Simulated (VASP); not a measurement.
# KF (I4/mmm) in VASP: notebook, part 2 of 2

VASP 6.6.1. The steps go on from the part before.

## Step 3: Single point, LDA (normal strain along x -0.0350, normal strain along z +0.0000)

INCAR

```
PREC = Accurate
ENCUT = 520
EDIFF = 1E-6
ISMEAR = 0
SIGMA = 0.05
LREAL = F
LASPH = T
NELM = 100
ALGO = Normal
ISIF = 2
LWAVE = F
LCHARG = F
GGA = CA
NBANDS = 15
```

KPOINTS

```
regular mesh
0
Gamma
  8 8 8
```

POSCAR

```
KF
1.0
    0.0000000000      2.5817196783      2.5817196783
    2.4913594896      0.0000000000      2.5817196783
    2.4913594896      2.5817196783      0.0000000000
K F
1 1
Direct
    0.0000000000      0.0000000000      0.0000000000
    0.5000000000      0.5000000000      0.5000000000
```

Potentials or basis: VASP PAW LDA potentials, release 64 (K_sv, F).

Run with:

```
$ cat potpaw_LDA.64/K_sv/POTCAR potpaw_LDA.64/F/POTCAR > POTCAR
$ mpirun -np 1 vasp_std > vasp.out
```

OUTCAR:

```text
PREC = Accurate
   ENCUT = 520
   EDIFF = 1E-6
   ISMEAR = 0
   LREAL = F
   LASPH = T
   NELM = 100
   ISIF = 2
   GGA = CA

 ion  position               nearest neighbor table
   1  0.000  0.000  0.000-   2 2.49   2 2.49   2 2.58   2 2.58   2 2.58   2 2.58
   2  0.500  0.500  0.500-   1 2.49   1 2.49   1 2.58   1 2.58   1 2.58   1 2.58

  LATTYP: Found a body centered tetragonal cell.
 ALAT       =     3.6511029833
 C/A-ratio  =     1.3647160877

  Lattice vectors:

 A1 = (  -2.4913594896,   0.0000000000,  -2.5817196783)
 A2 = (  -2.4913594896,   0.0000000000,   2.5817196783)
 A3 = (   2.4913594896,   2.5817196783,   0.0000000000)

Analysis of symmetry for initial positions (statically):
=====================================================================
 Subroutine PRICEL returns:
 Original cell was already a primitive cell.

 Routine SETGRP: Setting up the symmetry group for a
 body centered tetragonal supercell.

 Subroutine GETGRP returns: Found 16 space group operations
 (whereof 16 operations were pure point group operations)
 out of a pool of 16 trial point group operations.

The static configuration has the point symmetry D_4h.

Analysis of symmetry for dynamics (positions and initial velocities):
=====================================================================
 Subroutine PRICEL returns:
 Original cell was already a primitive cell.

 Routine SETGRP: Setting up the symmetry group for a
 body centered tetragonal supercell.

 Subroutine GETGRP returns: Found 16 space group operations
 (whereof 16 operations were pure point group operations)
 out of a pool of 16 trial point group operations.

The dynamic configuration has the point symmetry D_4h.

 Subroutine INISYM returns: Found 16 space group operations
 (whereof 16 operations are pure point group operations),
 and found     1 'primitive' translations

[... 116 lines left out ...]
  Fermi-wavevector in a.u.,A,eV,Ry     =   1.283374  2.425226 22.409467  1.647049
  Thomas-Fermi vector in A             =   2.415631
   LORBIT       =      0    0 simple, 1 ext, 2 COOP (PROOUT), +10 PAW based schemes
   GGA     = CA    functional components
   LHFCALC =     F    Hartree Fock is set to
   AEXX    =    0.0000 exact exchange contribution
   IVDW    =     0    specifies the selected vdW correction
   LEPSILON=     F    determine dielectric tensor
   LRPA    =     F    only Hartree local field effects (RPA)
 non-spin polarized calculation
 Gauss-broadening in eV      SIGMA  =   0.05
  energy-cutoff  :      520.00
  volume of cell :       33.21
 maximum number of plane-waves:       925
   NGX = 13   NGY = 13   NGZ = 13

 number of electron      15.9999994 magnetization

 Free energy of the ion-electron system (eV)
  ---------------------------------------------------
  ext. energy  EPLUGINS =         0.00000000
  ---------------------------------------------------
  free energy    TOTEN  =        -9.05286640 eV

  energy without entropy =       -9.05286640  energy(sigma->0) =       -9.05286640

 E-fermi :  -2.4791     XC(G=0):  -9.7827

 val. band max:       -2.7313584478   @ k =   0.5000   0.5000   0.0000
 cond. band min:       3.7356263502   @ k =   0.0000   0.0000   0.0000
 fundamental gap:      6.4669847980
 Fermi energy:        -2.4791378763

 k-point     1 :       0.0000    0.0000    0.0000
  band No.  band energies     occupation
      1     -28.1127      2.00000
      2     -21.0935      2.00000
      3     -11.4600      2.00000
      4     -11.4365      2.00000
      5     -11.4365      2.00000
      6      -2.8387      2.00000
      7      -2.8387      2.00000
      8      -2.7338      2.00000
      9       3.7356      0.00000
     10       7.9813      0.00000
     11       7.9813      0.00000
     12       8.2255      0.00000
     13       9.7944      0.00000
     14      10.2185      0.00000
[... 401 lines left out ...]
      2     -21.2178      2.00000
      3     -11.7190      2.00000
      4     -11.6047      2.00000
      5     -11.4646      2.00000
      6      -3.5317      2.00000
      7      -3.2156      2.00000
      8      -2.8828      2.00000
      9       6.0568      0.00000
     10       7.2448      0.00000
     11       9.1461      0.00000
     12       9.5516      0.00000
     13      10.8503      0.00000
     14      11.4112      0.00000
     15      16.5486      0.00000

 [... further k-points ...]
[... 5 lines left out ...]
  --------------------------------------------------------------------------------------
  -------------------------------------------------------------------------------------
  Total        0.9763470      0.1838811      0.1838811      0.0000000      0.0000000      0.0000000
  in kB       47.1010075      8.8708049      8.8708049      0.0000000      0.0000000      0.0000000
  external PRESSURE =      21.6142057 kB  Pullay stress =       0.0000000 kB

 VOLUME and BASIS-vectors are now :
 -----------------------------------------------------------------------------
  energy-cutoff  :      520.00
  volume of cell :       33.21
      direct lattice vectors                 reciprocal lattice vectors
     0.000000000  2.581719678  2.581719678    -0.200693638  0.193669361  0.193669361
     2.491359490  0.000000000  2.581719678     0.200693638 -0.193669361  0.193669361
     2.491359490  2.581719678  0.000000000     0.200693638  0.193669361 -0.193669361

 POSITION                                       TOTAL-FORCE (eV/Angst)
 -----------------------------------------------------------------------------------
      0.00000      0.00000      0.00000         0.000000      0.000000      0.000000
      2.49136      2.58172      2.58172         0.000000      0.000000      0.000000
 -----------------------------------------------------------------------------------
    total drift:                                0.000000      0.000000      0.000000

  FREE ENERGIE OF THE ION-ELECTRON SYSTEM (eV)
  ---------------------------------------------------
  free  energy   TOTEN  =        -9.0528663961 eV

  energy  without entropy=       -9.0528663961  energy(sigma->0) =       -9.05286640
```

It took 35 s on 1 thread of Intel Xeon 8259CL, shared host; peak memory 0.16 GiB.

What came out:

- Free energy: -9.0529 eV
- Pressure: 2.2 GPa
- Band gap on the k mesh: 6.47 eV

Stress tensor (GPa, compression positive):
```
4.71 0.00 0.00
0.00 0.89 0.00
0.00 0.00 0.89
```

Levels at points of the mesh, in eV from the valence-band top:
```csv
k point,band 6,band 7,band 8,band 9,band 10,band 11
"(0.00, 0.00, 0.00)",-0.11,-0.11,0.00,6.47,10.71,10.71
"(0.50, 0.00, 0.00)",-1.10,-0.59,-0.58,9.27,11.19,12.43
"(0.50, 0.50, 0.00)",-0.22,-0.13,0.00,7.93,10.83,12.34
"(0.00, 0.50, 0.50)",-0.11,-0.11,-0.07,7.78,10.87,12.67
```

Caveat: the cell differs from its parent crystal (normal strain along x -0.0350, normal strain along z +0.0000).

## Step 4: Single point, LDA (normal strain along x +0.0000, normal strain along z -0.0375)

Changes to INCAR since step 3:

```diff
@@ -7,3 +7,3 @@
 LASPH = T
-NELM = 100
+NELM = 80
 ALGO = Normal
@@ -12,3 +12,2 @@
 LCHARG = F
-GGA = CA
 NBANDS = 15
```

KPOINTS is that of step 3.

POSCAR

```
KF
1.0
    0.0000000000      2.5817196783      2.4849051904
    2.5817196783      0.0000000000      2.4849051904
    2.5817196783      2.5817196783      0.0000000000
K F
1 1
Direct
    0.0000000000      0.0000000000      0.0000000000
    0.5000000000      0.5000000000      0.5000000000
```

Potentials or basis: VASP PAW LDA potentials, release 64 (K_sv, F).

Run with:

```
$ cat potpaw_LDA.64/K_sv/POTCAR potpaw_LDA.64/F/POTCAR > POTCAR
$ mpirun -np 1 vasp_std > vasp.out
```

OUTCAR:

```text
PREC = Accurate
   ENCUT = 520
   EDIFF = 1E-6
   ISMEAR = 0
   LREAL = F
   LASPH = T
   NELM = 80
   ISIF = 2

 ion  position               nearest neighbor table
   1  0.000  0.000  0.000-   2 2.48   2 2.48   2 2.58   2 2.58   2 2.58   2 2.58
   2  0.500  0.500  0.500-   1 2.48   1 2.48   1 2.58   1 2.58   1 2.58   1 2.58

  LATTYP: Found a body centered tetragonal cell.
 ALAT       =     3.6511029833
 C/A-ratio  =     1.3611805538

  Lattice vectors:

 A1 = (   0.0000000000,  -2.5817196783,  -2.4849051904)
 A2 = (   0.0000000000,   2.5817196783,  -2.4849051904)
 A3 = (   2.5817196783,   0.0000000000,   2.4849051904)

Analysis of symmetry for initial positions (statically):
=====================================================================
 Subroutine PRICEL returns:
 Original cell was already a primitive cell.

 Routine SETGRP: Setting up the symmetry group for a
 body centered tetragonal supercell.

 Subroutine GETGRP returns: Found 16 space group operations
 (whereof 16 operations were pure point group operations)
 out of a pool of 16 trial point group operations.

The static configuration has the point symmetry D_4h.

Analysis of symmetry for dynamics (positions and initial velocities):
=====================================================================
 Subroutine PRICEL returns:
 Original cell was already a primitive cell.

 Routine SETGRP: Setting up the symmetry group for a
 body centered tetragonal supercell.

 Subroutine GETGRP returns: Found 16 space group operations
 (whereof 16 operations were pure point group operations)
 out of a pool of 16 trial point group operations.

The dynamic configuration has the point symmetry D_4h.

 Subroutine INISYM returns: Found 16 space group operations
 (whereof 16 operations are pure point group operations),
 and found     1 'primitive' translations

[... 115 lines left out ...]
  volume/ion in A,a.u.               =      16.56       111.77
  Fermi-wavevector in a.u.,A,eV,Ry     =   1.284484  2.427324 22.448254  1.649900
  Thomas-Fermi vector in A             =   2.416675
   LORBIT       =      0    0 simple, 1 ext, 2 COOP (PROOUT), +10 PAW based schemes
   GGA     = CA    functional components
   LHFCALC =     F    Hartree Fock is set to
   AEXX    =    0.0000 exact exchange contribution
   IVDW    =     0    specifies the selected vdW correction
   LEPSILON=     F    determine dielectric tensor
   LRPA    =     F    only Hartree local field effects (RPA)
 non-spin polarized calculation
 Gauss-broadening in eV      SIGMA  =   0.05
  energy-cutoff  :      520.00
  volume of cell :       33.13
 maximum number of plane-waves:       925
   NGX = 13   NGY = 13   NGZ = 13

 number of electron      15.9999993 magnetization

 Free energy of the ion-electron system (eV)
  ---------------------------------------------------
  ext. energy  EPLUGINS =         0.00000000
  ---------------------------------------------------
  free energy    TOTEN  =        -9.05012246 eV

  energy without entropy =       -9.05012246  energy(sigma->0) =       -9.05012246

 E-fermi :  -2.4475     XC(G=0):  -9.7951

 val. band max:       -2.7135536125   @ k =   0.5000   0.0000   0.5000
 cond. band min:       3.7584165375   @ k =   0.0000   0.0000   0.0000
 fundamental gap:      6.4719701500
 Fermi energy:        -2.4474982076

 k-point     1 :       0.0000    0.0000    0.0000
  band No.  band energies     occupation
      1     -28.0983      2.00000
      2     -21.0856      2.00000
      3     -11.4442      2.00000
      4     -11.4178      2.00000
      5     -11.4178      2.00000
      6      -2.8323      2.00000
      7      -2.8323      2.00000
      8      -2.7180      2.00000
      9       3.7584      0.00000
     10       7.9916      0.00000
     11       7.9916      0.00000
     12       8.2540      0.00000
     13       9.7987      0.00000
     14      10.2565      0.00000
[... 401 lines left out ...]
      2     -21.2355      2.00000
      3     -11.7508      2.00000
      4     -11.5374      2.00000
      5     -11.5255      2.00000
      6      -3.5485      2.00000
      7      -3.1559      2.00000
      8      -3.0551      2.00000
      9       6.3480      0.00000
     10       7.1847      0.00000
     11       9.5101      0.00000
     12       9.8680      0.00000
     13      11.2604      0.00000
     14      11.6265      0.00000
     15      16.1080      0.00000

 [... further k-points ...]
[... 5 lines left out ...]
  --------------------------------------------------------------------------------------
  -------------------------------------------------------------------------------------
  Total        0.1943350      0.1943350      1.0583626      0.0000000     -0.0000000      0.0000000
  in kB        9.3994740      9.3994740     51.1902286      0.0000000     -0.0000000      0.0000000
  external PRESSURE =      23.3297255 kB  Pullay stress =       0.0000000 kB

 VOLUME and BASIS-vectors are now :
 -----------------------------------------------------------------------------
  energy-cutoff  :      520.00
  volume of cell :       33.13
      direct lattice vectors                 reciprocal lattice vectors
     0.000000000  2.581719678  2.484905190    -0.193669361  0.193669361  0.201214920
     2.581719678  0.000000000  2.484905190     0.193669361 -0.193669361  0.201214920
     2.581719678  2.581719678  0.000000000     0.193669361  0.193669361 -0.201214920

 POSITION                                       TOTAL-FORCE (eV/Angst)
 -----------------------------------------------------------------------------------
      0.00000      0.00000      0.00000         0.000000     -0.000000      0.000000
      2.58172      2.58172      2.48491        -0.000000      0.000000      0.000000
 -----------------------------------------------------------------------------------
    total drift:                                0.000000      0.000000      0.000000

  FREE ENERGIE OF THE ION-ELECTRON SYSTEM (eV)
  ---------------------------------------------------
  free  energy   TOTEN  =        -9.0501224567 eV

  energy  without entropy=       -9.0501224567  energy(sigma->0) =       -9.05012246
```

stdout:

```text
POSCAR found type information on POSCAR K F
 POSCAR found :  2 types and       2 ions
 scaLAPACK will be used
 LDA part: xc-table for (Slater(with rela. corr.)+CA(PZ))
 , standard interpolation
 POSCAR, INCAR and KPOINTS ok, starting setup
 FFT: planning ... GRIDC
 FFT: planning ... GRID_SOFT
 FFT: planning ... GRID
 WAVECAR not read
 entering main loop
```

Wall time 34 s (1 thread of Intel Xeon 8259CL, shared host); peak memory 0.16 GiB.

What came out:

| Quantity | Value |
| --- | --- |
| Free energy | -9.0501 eV |
| Pressure | 2.3 GPa |
| Band gap on the k mesh | 6.47 eV |

Stress tensor (GPa, compression positive):
```
0.94 0.00 0.00
0.00 0.94 0.00
0.00 0.00 5.12
```

Caveat: the cell differs from its parent crystal (normal strain along x +0.0000, normal strain along z -0.0375). A k mesh can miss the band edges.

## Step 5: The runs side by side

```csv
cell,gap on the mesh (eV),pressure (GPa)
"a = 3.651, b = 3.557, c = 3.557 Å, angles 61.8, 59.1, 59.1°, 2 atoms",6.49,3.5
"a = 3.651, b = 3.588, c = 3.588 Å, angles 61.2, 59.4, 59.4°, 2 atoms",6.47,2.2
"a = 3.583, b = 3.583, c = 3.651 Å, angles 59.4, 59.4, 61.3°, 2 atoms",6.47,2.3
```

Alike in all rows: task single point; level LDA; potentials or basis VASP PAW LDA potentials, release 64 (K_sv, F); no spin polarisation; k mesh 8 × 8 × 8; cutoff (eV) 520; smearing gaussian 0.05 eV.

Caveats: the cell stands under pressure (at least some runs).

Absolute energies hang on the potentials; compare differences alone.
